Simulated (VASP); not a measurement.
# TaN (P6_3mc) in VASP: single point with PBEsol

Aim: the single point of TaN with PBEsol.

All numbers are computed with VASP 6.6.1; they aren't measurements. Logs are shortened: lines on timing, memory, paths and dates and some standing lists are left out, and cuts for length are marked.

### 1 The cell of the first run

It takes space group P6_3mc (No. 186, hexagonal). The conventional cell has a = 3.122 Å, b = 3.122 Å, c = 6.052 Å, α = 90.00°, β = 90.00°, γ = 120.00°. Ta (site symmetry 3m) has 4 N at 1.97 to 2.09 Å within 2.6 Å. Within 2.6 Å of N (site symmetry 3m) lie 4 Ta at 1.97 to 2.09 Å.

### 2 Single point, PBEsol

File INCAR:

```
  PREC = Accurate
  ENCUT = 600
  EDIFF = 1E-6
  ISMEAR = 0
  SIGMA = 0.15
  LREAL = False
  LASPH = True
  NELM = 120
  ALGO = Normal
  ISIF = 2
  LWAVE = False
  LCHARG = False
  GGA = PS
  NBANDS = 42
  GGA_COMPAT = False
```

File KPOINTS:

```
regular mesh
0
Gamma
  14 14 4
```

File POSCAR:

```
TaN
1.0
   -3.1222862254      0.0000000000      0.0000000000
   -1.5611431127     -2.7039791891      0.0000000000
    0.0000000000      0.0000000000     12.1049231048
Ta N
4 4
Direct
    0.3333333333      0.3333333333      0.0150445792
    0.3333333333      0.3333333333      0.5150445792
    0.6666666667      0.6666666667      0.2650445792
    0.6666666667      0.6666666667      0.7650445792
    0.3333333333      0.3333333333      0.1774554208
    0.3333333333      0.3333333333      0.6774554208
    0.6666666667      0.6666666667      0.4274554208
    0.6666666667      0.6666666667      0.9274554208
```

Potentials or basis: VASP PAW PBE potentials, release 64 (Ta_pv, N).

Launch:

```sh
$ cat potpaw_PBE.64/Ta_pv/POTCAR potpaw_PBE.64/N/POTCAR > POTCAR
$ mpirun -np 1 vasp_std > vasp.out
```

OUTCAR:

```text
PREC = Accurate
   ENCUT = 600
   EDIFF = 1E-6
   ISMEAR = 0
   LREAL = False
   LASPH = True
   NELM = 120
   ISIF = 2
   GGA = PS

 ion  position               nearest neighbor table
   1  0.333  0.333  0.015-   5 1.97   8 2.09   8 2.09   8 2.09   4 3.52   3 3.52   3 3.52   4 3.52
                             3 3.52   4 3.52
   2  0.333  0.333  0.515-   6 1.97   7 2.09   7 2.09   7 2.09   4 3.52   3 3.52   3 3.52   4 3.52
                             3 3.52   4 3.52
   3  0.667  0.667  0.265-   7 1.97   5 2.09   5 2.09   5 2.09   1 3.52   2 3.52   2 3.52   1 3.52
                             1 3.52   2 3.52
   4  0.667  0.667  0.765-   8 1.97   6 2.09   6 2.09   6 2.09   1 3.52   2 3.52   2 3.52   1 3.52
                             1 3.52   2 3.52
   5  0.333  0.333  0.177-   1 1.97   3 2.09   3 2.09   3 2.09
   6  0.333  0.333  0.677-   2 1.97   4 2.09   4 2.09   4 2.09
   7  0.667  0.667  0.427-   3 1.97   2 2.09   2 2.09   2 2.09
   8  0.667  0.667  0.927-   4 1.97   1 2.09   1 2.09   1 2.09

  LATTYP: Found a hexagonal cell.
 ALAT       =     3.1222862254
 C/A-ratio  =     3.8769421606

  Lattice vectors:

 A1 = (   1.5611431127,   2.7039791891,   0.0000000000)
 A2 = (  -3.1222862254,   0.0000000000,   0.0000000000)
 A3 = (   0.0000000000,   0.0000000000,  12.1049231048)

Analysis of symmetry for initial positions (statically):
=====================================================================
 Subroutine PRICEL returns following result:

  LATTYP: Found a hexagonal cell.
 ALAT       =     3.1222862254
 C/A-ratio  =     1.9384710803

  Lattice vectors:

 A1 = (   1.5611431127,   2.7039791891,   0.0000000000)
 A2 = (  -3.1222862254,   0.0000000000,   0.0000000000)
 A3 = (   0.0000000000,   0.0000000000,   6.0524615524)

   2 primitive cells build up your supercell.

 Routine SETGRP: Setting up the symmetry group for a
 hexagonal supercell.

 Subroutine GETGRP returns: Found 12 space group operations
 (whereof  6 operations were pure point group operations)
 out of a pool of 24 trial point group operations.

The static configuration has the point symmetry C_3v.
 The point group associated with its full space group is C_6v.

Analysis of symmetry for dynamics (positions and initial velocities):
=====================================================================
 Subroutine PRICEL returns following result:

  LATTYP: Found a hexagonal cell.
 ALAT       =     3.1222862254
 C/A-ratio  =     1.9384710803

  Lattice vectors:

 A1 = (   1.5611431127,   2.7039791891,   0.0000000000)
 A2 = (  -3.1222862254,   0.0000000000,   0.0000000000)
 A3 = (   0.0000000000,   0.0000000000,   6.0524615524)

   2 primitive cells build up your supercell.

 Routine SETGRP: Setting up the symmetry group for a
 hexagonal supercell.

 Subroutine GETGRP returns: Found 12 space group operations
 (whereof  6 operations were pure point group operations)
 out of a pool of 24 trial point group operations.

The dynamic configuration has the point symmetry C_3v.
 The point group associated with its full space group is C_6v.

 Subroutine INISYM returns: Found 12 space group operations
 (whereof  6 operations are pure point group operations),
 and found     2 'primitive' translations

----------------------------------------------------------------------------------------

                                     Primitive cell

  volume of cell :      51.0985

  direct lattice vectors                    reciprocal lattice vectors
     1.561143113  2.703979189  0.000000000     0.000000000  0.369825332  0.000000000
    -3.122286225  0.000000000  0.000000000    -0.320278132  0.184912666  0.000000000
     0.000000000  0.000000000  6.052461552     0.000000000  0.000000000  0.165222033

  length of vectors
     3.122286225  3.122286225  6.052461552     0.369825332  0.369825332  0.165222033

  position of ions in fractional coordinates (direct lattice)
     0.666666667  0.333333333  0.030089158
     0.333333333  0.666666667  0.530089158
     0.666666667  0.333333333  0.354910842
     0.333333333  0.666666667  0.854910842

  ion indices of the primitive-cell ions
   primitive index   ion index
                 1           1
                 2           3
                 3           5
                 4           8

----------------------------------------------------------------------------------------

 KPOINTS: regular mesh

Automatic generation of k-mesh.
 Grid dimensions read from file:
 generate k-points for:   14   14    4

 Generating k-lattice:

  Cartesian coordinates                     Fractional coordinates (reciprocal lattice)
    -0.022877009  0.013208048  0.000000000     0.071428571  0.000000000  0.000000000
     0.000000000 -0.026416095  0.000000000     0.000000000  0.071428571  0.000000000
     0.000000000  0.000000000  0.020652754     0.000000000  0.000000000  0.250000000

  Length of vectors
     0.026416095  0.026416095  0.020652754

  Shift w.r.t. Gamma in fractional coordinates (k-lattice)
     0.000000000  0.000000000  0.000000000

 Subroutine IBZKPT returns following result:
 ===========================================

 Found     72 irreducible k-points:

 Following reciprocal coordinates:
            Coordinates               Weight
  0.000000  0.000000  0.000000      1.000000
  0.071429  0.000000  0.000000      6.000000
  0.142857  0.000000  0.000000      6.000000
  0.214286  0.000000  0.000000      6.000000
  0.285714  0.000000  0.000000      6.000000
  0.357143  0.000000  0.000000      6.000000
[... 16 lines left out ...]
 -0.428571  0.285714  0.000000      6.000000
 -0.357143  0.285714  0.000000      6.000000
 [... further k-points ...]
   k-points           NKPTS =     72   k-points in BZ     NKDIM =     72   number of bands    NBANDS=     42
   number of dos      NEDOS =    301   number of ions     NIONS =      8
   total plane-waves  NPLWV =  76832
   dimension x,y,z NGX =    28 NGY =   28 NGZ =   98
   dimension x,y,z NGXF=    56 NGYF=   56 NGZF=  196
   ions per type =               4   4
   NGX,Y,Z   is equivalent  to a cutoff of  14.91, 14.91, 13.46 a.u.
   NGXF,Y,Z  is equivalent  to a cutoff of  29.82, 29.82, 26.92 a.u.
 SYSTEM =  unknown system
   PREC   = accura    normal or accurate (medium, high low for compatibility)
   ISTART =      0    job   : 0-new  1-cont  2-samecut
   ICHARG =      2    charge: 1-file 2-atom 10-const
   ISPIN  =      1    spin polarized calculation?
   LNONCOLLINEAR =      F non collinear calculations
   LSORBIT =      F    spin-orbit coupling
   LASPH  =      T    aspherical Exc in radial PAW
   ENCUT  =  600.0 eV  44.10 Ry    6.64 a.u.   6.24  6.24 24.18*2*pi/ulx,y,z
   NELM   =    120;   NELMIN=  2; NELMDL= -5     # of ELM steps
   EDIFF  = 0.1E-05   stopping-criterion for ELM
   LREAL  =      F    real-space projection
   EDIFFG = 0.1E-04   stopping-criterion for IOM
   NSW    =      0    number of steps for IOM
   IBRION =     -1    ionic relax: 0-MD 1-quasi-New 2-CG
   NFREE  =      0    steps in history (QN), initial steepest desc. (CG)
   ISIF   =      2    stress and relaxation
   ISYM   =      2    0-nonsym 1-usesym 2-fastsym
   POTIM  = 0.5000    time-step for ionic-motion
   TEBEG  =    0.0;   TEEND  =   0.0 temperature during run
   PSTRESS=    0.0 pullay stress
   NELECT =      64.0000    total number of electrons
   NUPDOWN=      -1.0000    fix difference up-down
   EMIN   =  10.00;   EMAX   =-10.00  energy-range for DOS
   EFERMI =   0.00;   METHOD = LEGACY
   ISMEAR =     0;   SIGMA  =   0.15  broadening in eV -4-tet -1-fermi 0-gaus
   EFERMI_NEDOS =   21; number of points for ismear=-14 and -15
   IALGO  =     38    algorithm
   IMIX   =      4    mixing-type and parameters
     AMIX     =   0.40;   BMIX     =  1.00
     AMIX_MAG =   1.60;   BMIX_MAG =  1.00
  volume/ion in A,a.u.               =      12.77        86.21
  Fermi-wavevector in a.u.,A,eV,Ry     =   1.400626  2.646799 26.691265  1.961753
  Thomas-Fermi vector in A             =   2.523568
   LORBIT       =      0    0 simple, 1 ext, 2 COOP (PROOUT), +10 PAW based schemes
   GGA     = PS    functional components
   LHFCALC =     F    Hartree Fock is set to
   AEXX    =    0.0000 exact exchange contribution
   IVDW    =     0    specifies the selected vdW correction
   LEPSILON=     F    determine dielectric tensor
   LRPA    =     F    only Hartree local field effects (RPA)
 non-spin polarized calculation
 Gauss-broadening in eV      SIGMA  =   0.15
  energy-cutoff  :      600.00
  volume of cell :      102.20
 maximum number of plane-waves:      3438
 NGX is ok and might be reduce to    28
   NGX = 13   NGY = 13   NGZ = 49

 number of electron      64.0000003 magnetization

 Free energy of the ion-electron system (eV)
  ---------------------------------------------------
  ext. energy  EPLUGINS =         0.00000000
  ---------------------------------------------------
  free energy    TOTEN  =       -91.63374171 eV

  energy without entropy =      -91.61427660  energy(sigma->0) =      -91.62400916

 E-fermi :   6.5469     XC(G=0): -12.4068

 val. band max:        6.5348641254   @ k =   0.0000   0.0000   0.2500
 cond. band min:       6.5996822371   @ k =   0.1429   0.0714   0.0000
 fundamental gap:      0.0648181117
 Fermi energy:         6.5469021187

 k-point     1 :       0.0000    0.0000    0.0000
  band No.  band energies     occupation
      1     -29.0091      2.00000
      2     -28.8286      2.00000
      3     -28.8286      2.00000
      4     -28.6402      2.00000
      5     -28.3700      2.00000
      6     -28.3700      2.00000
[... 34 lines left out ...]
     41       9.4207      0.00000
     42       9.4207      0.00000

 k-point     2 :       0.0714    0.0000    0.0000
  band No.  band energies     occupation
      1     -29.0006      2.00000
      2     -28.8247      2.00000
      3     -28.8247      2.00000
      4     -28.6394      2.00000
      5     -28.4000      2.00000
      6     -28.3842      2.00000
[... 979 lines left out ...]
     41      10.4018      0.00000
     42      10.7828      0.00000

 k-point    24 :      -0.3571    0.2857    0.0000
  band No.  band energies     occupation
      1     -28.8704      2.00000
      2     -28.8704      2.00000
      3     -28.8432      2.00000
      4     -28.8263      2.00000
      5     -28.7418      2.00000
      6     -28.7180      2.00000
[... 34 lines left out ...]
     41      10.3543      0.00000
     42      11.0235      0.00000

 [... further k-points ...]

------------------------ aborting loop because EDIFF is reached ----------------------------------------

  FORCE on cell =-STRESS in cart. coord.  units (eV):
  Direction    XX          YY          ZZ          XY          YZ          ZX
  --------------------------------------------------------------------------------------
  -------------------------------------------------------------------------------------
  Total        0.2623876      0.2623876      0.6701407      0.0000000      0.0000000      0.0000000
  in kB        4.1135404      4.1135404     10.5060270      0.0000000      0.0000000      0.0000000
  external PRESSURE =       6.2443692 kB  Pullay stress =       0.0000000 kB

 VOLUME and BASIS-vectors are now :
 -----------------------------------------------------------------------------
  energy-cutoff  :      600.00
  volume of cell :      102.20
      direct lattice vectors                 reciprocal lattice vectors
    -3.122286225  0.000000000  0.000000000    -0.320278132  0.184912666  0.000000000
    -1.561143113 -2.703979189  0.000000000     0.000000000 -0.369825332  0.000000000
     0.000000000  0.000000000 12.104923105     0.000000000  0.000000000  0.082611016

 POSITION                                       TOTAL-FORCE (eV/Angst)
 -----------------------------------------------------------------------------------
     -1.56114     -0.90133      0.18211        -0.000000     -0.000000     -0.018441
     -1.56114     -0.90133      6.23458        -0.000000     -0.000000     -0.018441
     -3.12229     -1.80265      3.20834         0.000000     -0.000000     -0.018441
     -3.12229     -1.80265      9.26081         0.000000      0.000000     -0.018441
     -1.56114     -0.90133      2.14808        -0.000000      0.000000      0.018441
     -1.56114     -0.90133      8.20055        -0.000000      0.000000      0.018441
     -3.12229     -1.80265      5.17431        -0.000000     -0.000000      0.018441
     -3.12229     -1.80265     11.22678         0.000000     -0.000000      0.018441
 -----------------------------------------------------------------------------------
    total drift:                                0.000000      0.000000      0.000125

  FREE ENERGIE OF THE ION-ELECTRON SYSTEM (eV)
  ---------------------------------------------------
  free  energy   TOTEN  =       -91.6337417148 eV

  energy  without entropy=      -91.6142765975  energy(sigma->0) =      -91.62400916
```

It took 6.5 min on 1 thread of Intel Xeon Platinum 8124M at 3.00GHz (Skylake/Cascade Lake), shared host; peak memory 0.45 GiB.

What came out:

```yaml
Free_energy: -91.6337 eV
Pressure: 0.6 GPa
Largest_force: 0.018 eV/Å
Band_gap_on_the_k_mesh: zero (bands 32 and 33 overlap by 0.33 eV)
```

Forces in eV/Å, atoms in the order of the input:
```
Ta   0.000  0.000 -0.018
Ta   0.000  0.000 -0.018
Ta   0.000  0.000 -0.018
Ta   0.000  0.000 -0.018
N    0.000  0.000  0.018
N    0.000  0.000  0.018
N    0.000  0.000  0.018
N    0.000  0.000  0.018
```

Caveat: the PAW data sets were made with another functional, which shifts forces and pressure a little; spin-orbit coupling is left out, which moves the levels of the heavy elements.
